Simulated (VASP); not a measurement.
Set up this calculation in VASP 6.6.1, as the native input.

```
Task                   : single point
Functional             : r2SCAN
Potentials or basis    : VASP PAW PBE potentials, release 64 (Ga_d)
Cutoff                 : 520 eV
k mesh                 : 26 × 26 × 26
Occupations            : gaussian, width 0.15 eV
Spin                   : no spin polarisation
Dipole correction      : no
Further INCAR settings : ALGO = Normal; EDIFF = 1e-06; NBANDS = 12
```

Ga:

```
Ga
1.0
    -1.28643    1.28643    2.65505
     1.28643   -1.28643    2.65505
     1.28643    1.28643   -2.65505
Ga
1
Cartesian
  0.0000 0.0000 0.0000
```

This cell differs from its parent crystal: ratio of the length along z to the lengths across it x 1.3, volume and fractional coordinates fixed.

The input as run:

POSCAR

```
Ga
1.0
   -1.2864294992      1.2864294992      2.6550475498
    1.2864294992     -1.2864294992      2.6550475498
    1.2864294992      1.2864294992     -2.6550475498
Ga
1
Direct
    0.0000000000      0.0000000000      0.0000000000
```

INCAR.step1

```
SYSTEM = Ga
PREC     = Accurate       ! precision mode
ENCUT    = 520            ! plane-wave cutoff, eV
ISMEAR   = 0              ! smearing method
SIGMA    = 0.15           ! smearing width, eV
LREAL    = .FALSE.        ! projectors in reciprocal space
LASPH    = .TRUE.         ! aspherical terms in the spheres
NELM     = 80             ! most SCF steps
NBANDS   = 12             ! bands
GGA      = PE             ! functional
ALGO     = Normal         ! electronic algorithm
EDIFF    = 1E-4           ! SCF threshold, eV
LWAVE    = .TRUE.         ! write WAVECAR
LCHARG   = .FALSE.        ! write CHGCAR
```

INCAR.step2

```
SYSTEM = Ga
PREC     = Accurate       ! precision mode
ENCUT    = 520            ! plane-wave cutoff, eV
EDIFF    = 1E-6           ! SCF threshold, eV
ISMEAR   = 0              ! smearing method
SIGMA    = 0.15           ! smearing width, eV
LREAL    = .FALSE.        ! projectors in reciprocal space
LASPH    = .TRUE.         ! aspherical terms in the spheres
NELM     = 80             ! most SCF steps
ALGO     = Normal         ! electronic algorithm
ISIF     = 2              ! what is computed and relaxed
LWAVE    = .FALSE.        ! write WAVECAR
LCHARG   = .TRUE.         ! write CHGCAR
METAGGA  = R2SCAN         ! meta-GGA
LMIXTAU  = .TRUE.       
LELF     = .TRUE.         ! ELF
LVHAR    = .TRUE.       
NBANDS   = 12             ! bands
ISTART   = 1
```

KPOINTS

```
Automatic mesh
0
G
  26 26 26
  0 0 0
```

Potentials or basis: VASP PAW PBE potentials, release 64 (Ga_d).

Run with:

```bash
$ cat potpaw_PBE.64/Ga_d/POTCAR > POTCAR
$ cp INCAR.step1 INCAR
$ mpirun -np 1 vasp_std > vasp.out
$ cp INCAR.step2 INCAR
$ mpirun -np 1 vasp_std > vasp.out
```

Results of the run:

The pressure is 5.1 GPa. The band gap on the k mesh is zero (an odd number of electrons rules out a gap without spin polarisation).

Caveat: the stress differs along the axes, from -2 to 9 GPa; the PAW data sets were made with another functional, which shifts forces and pressure a little.

Run time: 4.3 min on 1 thread of Intel(R) Xeon(R) 6975P-C (Granite Rapids) (shared host), peak memory 0.38 GiB.
